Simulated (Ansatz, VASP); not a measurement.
**Al2Cu: VASP beside Ansatz**

The input INCAR:

```
PREC = Accurate ; ENCUT = 520
EDIFF = 1E-6 ; ISMEAR = 0
SIGMA = 0.15 ; LREAL = F
LASPH = T ; NELM = 60
ALGO = Fast ; ISIF = 2
LWAVE = F ; LCHARG = F
GGA = PS ; NBANDS = 16
```

KPOINTS

```
Automatic mesh
0
Gamma
  14 14 14
```

Contents of POSCAR:

```
Al2Cu
1.0
   -2.0246107077      2.0246107077      2.8631594530
    2.0246107077     -2.0246107077      2.8631594530
    2.0246107077      2.0246107077     -2.8631594530
Al Cu
2 1
Direct
    0.7311401935      0.2311401935      0.4622803870
    0.2311401935      0.7311401935      0.4622803870
    0.5160156924      0.5160156924      0.0320313848
```

Input for Ansatz:

```yaml
crystal:
  lattice:
    - [-2.0246107077, 2.0246107077, 2.863159453]
    - [2.0246107077, -2.0246107077, 2.863159453]
    - [2.0246107077, 2.0246107077, -2.863159453]
  atoms:
    - { symbol: Al, position: [0.7311401935, 0.2311401935, 0.462280387] }
    - { symbol: Al, position: [0.2311401935, 0.7311401935, 0.462280387] }
    - { symbol: Cu, position: [0.5160156924, 0.5160156924, 0.0320313848] }
basis:
  ecutwfc: 520.0
kpoints:
  mp_grid: { grid: [14, 14, 14] }
hamiltonian:
  xc: pbesol
  pseudopotentials: { kind: paw, azcp: { folder: soft_1 } }
scf:
  occupations: { method: gaussian, width: 0.15 }
output:
  forces: true
  stress: true
  eigenvalues: true
```

Change from the starting cell: mode 4 frozen in at -0.108 Å and mode 5 at +0.000 Å (largest displacements).

Alike in both runs: task single point; functional PBEsol; k mesh 14 × 14 × 14; occupations gaussian, width 0.15 eV; no spin polarisation.

```csv
,VASP,Ansatz
version,VASP 6.6.1,Ansatz 0.2.0
potentials or method,"VASP PAW PBE potentials, release 64 (Al, Cu), cutoff 520 eV","scalar-relativistic, plane waves, PAW"
valence electrons in the cell,17,25
```

```csv
,VASP,Ansatz,Ansatz less VASP
gap on the k mesh at the Fermi level (eV),none,none,-
pressure (GPa),1.7,1.5,-0.15
"traceless stress, the component that is largest in VASP (GPa)",-0.79,-0.78,+0.008
rms of the force components (eV/Å),0.611,0.610,-0.0008
```

VASP's potentials were made for PBE, not for PBEsol, and Ansatz warns of the same on its side. Atom by atom the forces differ by 0.001 eV/Å (rms over components). A gap of «none» marks a metal or a gap that the smearing closes. The functional is the same, so the differences come from potentials, cutoffs and numerics. VASP's potentials hold 17 valence electrons a cell and Ansatz's 25, so a difference there can come from the potentials and not from the codes. Ansatz's warnings: near symmetry operations not taken.
